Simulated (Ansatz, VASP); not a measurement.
## P: VASP beside Ansatz

```xyz
3
Lattice="4.2914 0.0000 0.0000 -2.1457 3.7165 0.0000 0.0000 0.0000 2.4177" Properties=species:S:1:pos:R:3 pbc="T T T"
P     4.2914    0.0000    0.0000
P     0.0000    2.4776    1.2089
P     2.1457    1.2388    1.2089
```

Alike in both runs: task single point; functional RPBE; k mesh 9 × 9 × 14; occupations fermi-dirac, width 0.1 eV; no spin polarisation.

|  | VASP | Ansatz |
| --- | --- | --- |
| version | VASP 6.6.1 | Ansatz 0.2.0 |
| potentials or method | VASP PAW PBE potentials, release 64 (P), cutoff 520 eV | plane waves (420 eV) with PAW, scalar-relativistic |
| valence electrons in the cell | 15 | 15 |

|  | VASP | Ansatz | Ansatz less VASP |
| --- | --- | --- | --- |
| pressure (GPa) | 14.0 | 14.9 | +0.88 |
| traceless stress, the component that is largest in VASP (GPa) | 1.50 | 1.62 | +0.119 |

VASP's potentials were made for PBE, not for RPBE.
